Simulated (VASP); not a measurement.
Wanted: the native input for a VASP 6.6.1 run.

| Property | Result |
| --- | --- |
| Task | single point |
| Functional | PBEsol |
| Potentials or basis | VASP PAW PBE potentials, release 64 (Sb) |
| Cutoff | 520 eV |
| k mesh | 11 × 11 × 1 |
| Occupations | fermi-dirac, width 0.1 eV |
| Spin | no spin polarisation |
| Dipole correction | yes |
| Further INCAR settings | ALGO = Normal; EDIFF = 1e-07; NBANDS = 20 |

The structure of Sb lies in POSCAR:

```
Sb
1.0
    3.3338465348      0.0000000000      0.0000000000
    0.0000000000      3.3338465348      0.0000000000
    0.0000000000      0.0000000000     25.4295000000
Sb
5
Direct
    0.0000000000      0.0000000000      0.3145944285
    0.5000000000      0.5000000000      0.4072972140
    0.0000000000      0.0000000000      0.5000000000
    0.5000000000      0.5000000000      0.5927027860
    0.0000000000      0.0000000000      0.6854055715
```

The input as run:

INCAR

```
SYSTEM = Sb
  ALGO = Normal
  DIPOL = 0.5 0.5 0.500
  EDIFF = 1E-7
  ENCUT = 520
  GGA = PS
  IDIPOL = 3
  ISIF = 2
  ISMEAR = -1
  LASPH = .True.
  LCHARG = .False.
  LDIPOL = .True.
  LREAL = .False.
  LWAVE = .False.
  NBANDS = 20
  NELM = 80
  PREC = Accurate
  SIGMA = 0.1
```

KPOINTS

```
k-points
0
Gamma
  11 11 1
  0 0 0
```

Potentials or basis: VASP PAW PBE potentials, release 64 (Sb).

Run with:

```sh
$ cat potpaw_PBE.64/Sb/POTCAR > POTCAR
$ mpirun -np 1 vasp_std > vasp.out
```

It gave:

* Largest force: 0.327 eV/Å

Caveat: the PAW data sets were made with another functional, which shifts forces and pressure a little.

Wall time 100 s on 1 thread of Intel(R) Xeon(R) 6975P-C (Granite Rapids), with other jobs on the host, peak memory 0.42 GiB.
